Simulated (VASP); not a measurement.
AlCu (rocksalt type): single point with r2SCAN

The system is AlCu (rocksalt type).

```
Cu Al
1.0
     0.00000    2.31859    2.31859
     2.31859    0.00000    2.31859
     2.31859    2.31859    0.00000
Cu Al
1 1
Direct
  0.00000 0.00000 0.00000
  0.50000 0.50000 0.50000
```

```yaml
Program: VASP 6.6.1
Task: single point
Functional: r2SCAN
Potentials_or_basis: VASP PAW PBE potentials, release 64 (Cu, Al)
Cutoff: 520 eV
k_mesh: 13 × 13 × 13
Occupations: fermi-dirac, width 0.08 eV
Spin: no spin polarisation
Dipole_correction: no
Further_INCAR_settings: ALGO = Normal; EDIFF = 1e-06; NBANDS = 14
```

The pressure is 31.9 GPa and the band gap on the k mesh is zero (bands 7 and 8 overlap by 9.01 eV).

Levels at points of the mesh, in eV from the Fermi level:
```tsv
k point	band 5	band 6	band 7	band 8	band 9	band 10
(0.00, 0.00, 0.00)	-4.74	-4.74	7.26	7.26	7.26	10.43
```

It took 37 s on 1 thread of Intel(R) Xeon(R) 6975P-C (Granite Rapids) (shared host), peak memory 0.16 GiB.

Caveat: the cell stands under pressure; the PAW data sets were made with another functional, which shifts forces and pressure a little.
